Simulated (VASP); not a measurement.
A run of VASP 6.6.1 is set up as follows.

POSCAR

```
Bi
1.0
   -2.0408734478      2.0408734478      1.9814305318
    2.0408734478     -2.0408734478      1.9814305318
    2.0408734478      2.0408734478     -1.9814305318
Bi
1
Direct
    0.0000000000      0.0000000000      0.0000000000
```

INCAR.step1

```
PREC     = Accurate       # precision mode
ENCUT    = 520            # plane-wave cutoff, eV
ISMEAR   = 0              # smearing method
SIGMA    = 0.15           # smearing width, eV
LREAL    = F              # projectors in reciprocal space
LASPH    = T              # aspherical terms in the spheres
NELM     = 60             # most SCF steps
NBANDS   = 14             # bands
GGA      = PE             # functional
ALGO     = Normal         # electronic algorithm
EDIFF    = 1E-4           # SCF threshold, eV
LWAVE    = T              # write WAVECAR
LCHARG   = F              # write CHGCAR
```

INCAR.step2

```
PREC     = Accurate       # precision mode
ENCUT    = 520            # plane-wave cutoff, eV
EDIFF    = 1E-7           # SCF threshold, eV
ISMEAR   = 0              # smearing method
SIGMA    = 0.15           # smearing width, eV
LREAL    = F              # projectors in reciprocal space
LASPH    = T              # aspherical terms in the spheres
NELM     = 60             # most SCF steps
ALGO     = Normal         # electronic algorithm
ISIF     = 2              # what is computed and relaxed
LWAVE    = F              # write WAVECAR
LCHARG   = F              # write CHGCAR
METAGGA  = R2SCAN         # meta-GGA
LMIXTAU  = T            
NBANDS   = 14             # bands
ISTART   = 1
```

KPOINTS

```
Automatic mesh
0
Gamma
  18 18 18
```

Potentials or basis: VASP PAW PBE potentials, release 64 (Bi_d).

Launch:

```sh
$ cat potpaw_PBE.64/Bi_d/POTCAR > POTCAR
$ cp INCAR.step1 INCAR
$ mpirun -np 1 vasp_std > vasp.out
$ cp INCAR.step2 INCAR
$ mpirun -np 1 vasp_std > vasp.out
```

Problem. What does it give for the pressure?

Solution. -2.8 GPa.

Problem. Estimate the band gap on the k mesh.

Solution. Zero (an odd number of electrons rules out a gap without spin polarisation).

Stress tensor (GPa, compression positive):
```
-2.86  0.00  0.00
 0.00 -2.86  0.00
 0.00  0.00 -2.73
```

Caveat: the cell differs from its parent crystal (strain +0.030 along x and y, +0.000 along z); the PAW data sets were made with another functional, which shifts forces and pressure a little; spin-orbit coupling is left out, which moves the levels of the heavy elements.
